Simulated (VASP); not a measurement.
The system is Os.

```xyz
2
Lattice="2.7877 0.0000 0.0000 -1.3939 2.4142 0.0000 0.0000 0.0000 4.4044" Properties=species:S:1:pos:R:3 pbc="T T T"
Os    1.3939    0.8047    3.3033
Os    0.0000    1.6095    1.1011
```

Base run:

```yaml
Program: VASP 6.6.1
Functional: BLYP
Potentials_or_basis: VASP PAW PBE potentials, release 64 (Os)
Cutoff: 520 eV
k_mesh: 11 × 11 × 6
Occupations: fermi-dirac, width 0.05 eV
Spin: no spin polarisation
```

Its results: band gap on the k mesh zero (band 8 reaches 11.09 eV, above the bottom of band 9 at 7.54 eV); pressure 4.7 GPa.

Task: The run is repeated on the same cell with these changes: functional from BLYP to SVWN5; further incar settings from ALGO = Normal; EDIFF = 1e-06; NBANDS = 15 to ALGO = Normal; EDIFF = 1e-07; NBANDS = 15. What comes out?

Result: Band gap on the k mesh zero (band 8 reaches 10.15 eV, above the bottom of band 9 at 6.61 eV); pressure -29.2 GPa.

Caveats: the PAW data sets were made with another functional, which shifts forces and pressure a little; spin-orbit coupling is left out, which moves the levels of the heavy elements.
